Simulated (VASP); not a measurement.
# PtS2 in VASP: single point with PBE+D3(BJ)

Aim: the single point of PtS2 with PBE+D3(BJ).

Everything below comes from runs of VASP 6.6.1. Logs are shortened: lines on timing, memory, paths and dates and some standing lists are left out, and cuts for length are marked.

### 1 The cell of the first run

The cell holds a slab with vacuum, 6 atoms: a = 3.542 Å, b = 3.542 Å, c = 22.467 Å, α = 90.00°, β = 90.00°, γ = 120.00°.

### 2 Single point, PBE+D3(BJ)

INCAR

```
PREC = Accurate ; ENCUT = 520
EDIFF = 1E-6 ; ISMEAR = 0
SIGMA = 0.05 ; LREAL = False
LASPH = True ; NELM = 80
ALGO = Normal ; ISIF = 2
LWAVE = False ; LCHARG = False
LDIPOL = True ; IDIPOL = 3
DIPOL = 0.5 0.5 0.395 ; GGA = PE
IVDW = 12 ; NBANDS = 31
```

KPOINTS

```
regular mesh
0
Gamma
  9 9 1
```

POSCAR

```
PtS2
1.0
    3.5415278079      0.0000000000      0.0000000000
   -1.7707639039      3.0670530498      0.0000000000
    0.0000000000      0.0000000000     22.4670615492
S Pt
4 2
Direct
    0.6666666667      0.3333333333      0.2002932155
    0.3333333333      0.6666666667      0.3108341854
    0.5000000000      1.3333333333      0.4795255824
    0.8333333333      1.0000000000      0.5900665523
    0.0000000000      0.0000000000      0.2555637004
    1.1666666667      1.6666666667      0.5347960674
```

Potentials or basis: VASP PAW PBE potentials, release 64 (S, Pt).

Run with:

```
$ cat potpaw_PBE.64/S/POTCAR potpaw_PBE.64/Pt/POTCAR > POTCAR
$ mpirun -np 1 vasp_std > vasp.out
```

OUTCAR:

```text
PREC = Accurate
   ENCUT = 520
   EDIFF = 1E-6
   ISMEAR = 0
   LREAL = False
   LASPH = True
   NELM = 80
   ISIF = 2
   GGA = PE
   IVDW = 12
 IVDW          = 12

 ion  position               nearest neighbor table
   1  0.667  0.333  0.200-   5 2.39   5 2.39   5 2.39
   2  0.333  0.667  0.311-   5 2.39   5 2.39   5 2.39
   3  0.500  0.333  0.480-   6 2.39   6 2.39   6 2.39
   4  0.833  0.000  0.590-   6 2.39   6 2.39   6 2.39
   5  0.000  0.000  0.256-   1 2.39   1 2.39   1 2.39   2 2.39   2 2.39   2 2.39
   6  0.167  0.667  0.535-   4 2.39   4 2.39   4 2.39   3 2.39   3 2.39   3 2.39

  LATTYP: Found a hexagonal cell.
 ALAT       =     3.5415278079
 C/A-ratio  =     6.3438896340

  Lattice vectors:

 A1 = (   3.5415278079,   0.0000000000,   0.0000000000)
 A2 = (  -1.7707639039,   3.0670530498,   0.0000000000)
 A3 = (   0.0000000000,   0.0000000000,  22.4670615492)

Analysis of symmetry for initial positions (statically):
=====================================================================
 Subroutine PRICEL returns:
 Original cell was already a primitive cell.

 Routine SETGRP: Setting up the symmetry group for a
 hexagonal supercell.

 Subroutine GETGRP returns: Found  1 space group operations
 (whereof  1 operations were pure point group operations)
 out of a pool of 24 trial point group operations.

The static configuration has the point symmetry C_1 .

Analysis of symmetry for dynamics (positions and initial velocities):
=====================================================================
 Subroutine PRICEL returns:
 Original cell was already a primitive cell.

 Routine SETGRP: Setting up the symmetry group for a
 hexagonal supercell.

 Subroutine GETGRP returns: Found  1 space group operations
 (whereof  1 operations were pure point group operations)
 out of a pool of 24 trial point group operations.

The dynamic configuration has the point symmetry C_1 .

 Subroutine INISYM returns: Found  1 space group operations
 (whereof  1 operations are pure point group operations),
 and found     1 'primitive' translations

----------------------------------------------------------------------------------------

                                     Primitive cell

  volume of cell :     244.0384

  direct lattice vectors                    reciprocal lattice vectors
     3.541527808  0.000000000  0.000000000     0.282364012  0.163022938  0.000000000
    -1.770763904  3.067053050  0.000000000     0.000000000  0.326045877  0.000000000
     0.000000000  0.000000000 22.467061549     0.000000000  0.000000000  0.044509603

  length of vectors
[... 100 lines left out ...]
   PSTRESS=    0.0 pullay stress
   NELECT =      44.0000    total number of electrons
   NUPDOWN=      -1.0000    fix difference up-down
   EMIN   =  10.00;   EMAX   =-10.00  energy-range for DOS
   EFERMI =   0.00;   METHOD = LEGACY
   ISMEAR =     0;   SIGMA  =   0.05  broadening in eV -4-tet -1-fermi 0-gaus
   EFERMI_NEDOS =   21; number of points for ismear=-14 and -15
   IALGO  =     38    algorithm
   IMIX   =      4    mixing-type and parameters
     AMIX     =   0.40;   BMIX     =  1.00
     AMIX_MAG =   1.60;   BMIX_MAG =  1.00
  volume/ion in A,a.u.               =      40.67       274.48
  Fermi-wavevector in a.u.,A,eV,Ry     =   0.924854  1.747720 11.637800  0.855354
  Thomas-Fermi vector in A             =   2.050645
   LORBIT       =      0    0 simple, 1 ext, 2 COOP (PROOUT), +10 PAW based schemes
   GGA     = PE    functional components
   LHFCALC =     F    Hartree Fock is set to
   AEXX    =    0.0000 exact exchange contribution
   IVDW    =    12    specifies the selected vdW correction
   LEPSILON=     F    determine dielectric tensor
   LRPA    =     F    only Hartree local field effects (RPA)
 non-spin polarized calculation
 Gauss-broadening in eV      SIGMA  =   0.05
  energy-cutoff  :      520.00
  volume of cell :      244.04
 maximum number of plane-waves:      6671
   NGX = 13   NGY = 13   NGZ = 83

 number of electron      44.0000000 magnetization

 dipolmoment           0.000000      0.000000     -0.000630 electrons x Angstroem

 Free energy of the ion-electron system (eV)
  ---------------------------------------------------
  ext. energy  EPLUGINS =         0.00000000
  ---------------------------------------------------
  free energy    TOTEN  =       -30.91042261 eV

  energy without entropy =      -30.91042261  energy(sigma->0) =      -30.91042261

 E-fermi :  -0.4855     XC(G=0):  -5.4959

 val. band max:       -0.7187022365   @ k =   0.1111   0.1111   0.0000
 cond. band min:       0.8732303650   @ k =   0.2222   0.0000   0.0000
 fundamental gap:      1.5919326015
 Fermi energy:        -0.4855377765

 k-point     1 :       0.0000    0.0000    0.0000
  band No.  band energies     occupation
      1     -14.8974      2.00000
      2     -14.8759      2.00000
      3     -12.7111      2.00000
      4     -12.6618      2.00000
      5      -6.3934      2.00000
      6      -6.3931      2.00000
[... 805 lines left out ...]
     30       6.8870      0.00000
     31       7.3038      0.00000

 [... further k-points ...]

------------------------ aborting loop because EDIFF is reached ----------------------------------------

 vacuum level on the upper side and lower side of the slab       (xc-potential included)        -0.178        -0.175

 Edisp (eV)   -1.83920

 E8    (eV) :    -0.7634

  FORCE on cell =-STRESS in cart. coord.  units (eV):
  Direction    XX          YY          ZZ          XY          YZ          ZX
  --------------------------------------------------------------------------------------
  -------------------------------------------------------------------------------------
  Total      -0.48591    -0.48235    -0.85117    -0.01250    -0.01622     0.02658
  in kB      -3.19011    -3.16674    -5.58813    -0.08207    -0.10650     0.17448
  external pressure =       -3.98 kB  Pullay stress =        0.00 kB

 VOLUME and BASIS-vectors are now :
 -----------------------------------------------------------------------------
  energy-cutoff  :      520.00
  volume of cell :      244.04
      direct lattice vectors                 reciprocal lattice vectors
     3.541527808  0.000000000  0.000000000     0.282364012  0.163022938  0.000000000
    -1.770763904  3.067053050  0.000000000     0.000000000  0.326045877  0.000000000
     0.000000000  0.000000000 22.467061549     0.000000000  0.000000000  0.044509603

 POSITION                                       TOTAL-FORCE (eV/Angst)
 -----------------------------------------------------------------------------------
      1.77076      1.02235      4.50000        -0.003732      0.001079      0.042926
     -0.00000      2.04470      6.98353        -0.007950      0.003674      0.021922
      1.18051      1.02235     10.77353         0.004767     -0.004066     -0.024013
      2.95127      0.00000     13.25706         0.000858     -0.001623     -0.043878
      0.00000      0.00000      5.74177         0.005742     -0.001193      0.055340
     -0.59025      2.04470     12.01530         0.000315      0.002129     -0.052298
 -----------------------------------------------------------------------------------
    total drift:                               -0.000109      0.000113      0.000095

  FREE ENERGIE OF THE ION-ELECTRON SYSTEM (eV)
  ---------------------------------------------------
  free  energy   TOTEN  =       -32.7496241186 eV

  energy  without entropy=      -32.7496241186  energy(sigma->0) =      -32.74962412

 vacuum level on the upper side and lower side of the slab         5.302         5.308
```

OSZICAR:

```text
N       E                     dE             d eps       ncg     rms          rms(c)
DAV:   1     0.306497463866E+03    0.30650E+03   -0.17906E+04  2542   0.116E+03
DAV:   2    -0.479291509004E+01   -0.31129E+03   -0.29545E+03  3346   0.228E+02
DAV:   3    -0.328494252439E+02   -0.28057E+02   -0.27459E+02  3065   0.724E+01
DAV:   4    -0.336414797413E+02   -0.79205E+00   -0.79037E+00  3433   0.134E+01
DAV:   5    -0.336586779489E+02   -0.17198E-01   -0.17191E-01  3258   0.195E+00    0.249E+01
DAV:   6    -0.313887568840E+02    0.22699E+01   -0.14041E+01  2850   0.280E+01    0.163E+01
DAV:   7    -0.310252064269E+02    0.36355E+00   -0.36779E+00  2661   0.155E+01    0.633E+00
DAV:   8    -0.309265320092E+02    0.98674E-01   -0.27265E-01  3095   0.362E+00    0.164E+00
DAV:   9    -0.309092948176E+02    0.17237E-01   -0.75140E-02  3041   0.201E+00    0.385E-01
DAV:  10    -0.309100936875E+02   -0.79887E-03   -0.75872E-03  3127   0.469E-01    0.390E-01
DAV:  11    -0.309101356006E+02   -0.41913E-04   -0.13041E-04  3683   0.602E-02    0.372E-01
DAV:  12    -0.309106240223E+02   -0.48842E-03   -0.11498E-03  3359   0.151E-01    0.302E-01
DAV:  13    -0.309105559603E+02    0.68062E-04   -0.46436E-04  3312   0.125E-01    0.299E-01
DAV:  14    -0.309104919488E+02    0.64011E-04   -0.10244E-04  2997   0.456E-02    0.211E-01
DAV:  15    -0.309104730934E+02    0.18855E-04   -0.13030E-05  3301   0.151E-02    0.183E-01
DAV:  16    -0.309104277608E+02    0.45333E-04   -0.71750E-05  3102   0.325E-02    0.770E-02
DAV:  17    -0.309104233304E+02    0.44304E-05   -0.11473E-05  3202   0.169E-02    0.424E-02
DAV:  18    -0.309104226059E+02    0.72444E-06   -0.11791E-06  2076   0.543E-03
   1 F= -.32749624E+02 E0= -.32749624E+02  d E =-.564917E-12
```

It took 9.7 min on 1 thread of AMD EPYC 7R43 (Zen 3), shared host; peak memory 0.45 GiB.

Results:

```
Free energy                : -32.7496 eV
Largest force              : 0.056 eV/Å
Band gap on the k mesh     : 1.59 eV, indirect (least direct gap 1.68 eV)
Dispersion energy per atom : -0.307 eV
```

Forces in eV/Å, atoms in the order of the input:
```
S   -0.004  0.001  0.043
S   -0.008  0.004  0.022
S    0.005 -0.004 -0.024
S    0.001 -0.002 -0.044
Pt   0.006 -0.001  0.055
Pt   0.000  0.002 -0.052
```

Levels at points of the mesh, in eV from the valence-band top:
```csv
k point,band 20,band 21,band 22,band 23,band 24,band 25
"(0.00, 0.00, 0.00)",-0.37,-0.36,-0.36,3.09,3.10,3.11
```

Caveat: spin-orbit coupling is left out, which moves the levels of the heavy elements.
